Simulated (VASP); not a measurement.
A run of VASP 6.6.1:

File INCAR:

```
SYSTEM = Au
  PREC = Accurate
  ENCUT = 520
  EDIFF = 1E-6
  ISMEAR = 1
  SIGMA = 0.3
  LREAL = .FALSE.
  LASPH = .TRUE.
  NELM = 60
  ALGO = Normal
  ISIF = 2
  LWAVE = .FALSE.
  LCHARG = .TRUE.
  LELF = .TRUE.
  LVHAR = .TRUE.
  NBANDS = 12
```

The input KPOINTS:

```
Automatic mesh
0
G
  10 10 10
  0 0 0
```

POSCAR

```
Au
1.0
    2.7924793367     -0.0000000155     -0.0000000268
   -0.9308264310      2.6327747722     -0.0000000268
   -0.9308264310     -1.3163873475      2.2800498575
Au
1
Direct
    0.0000000000      0.0000000000      0.0000000000
```

Potentials or basis: VASP PAW LDA potentials, release 64 (Au).

The run is started by

```console
$ cat potpaw_LDA.64/Au/POTCAR > POTCAR
$ mpirun -np 1 vasp_std > vasp.out
```

Hardware: 1 thread of AMD EPYC 7R43 64-Core Processor (Zen 3), with other jobs on the host.

Task: How long does it take, and how much memory?

Result: Run time: 12 s on 1 thread of AMD EPYC 7R43 64-Core Processor (Zen 3), with other jobs on the host, peak memory 0.1 GiB. Counts: scf iterations 10, k points 47.
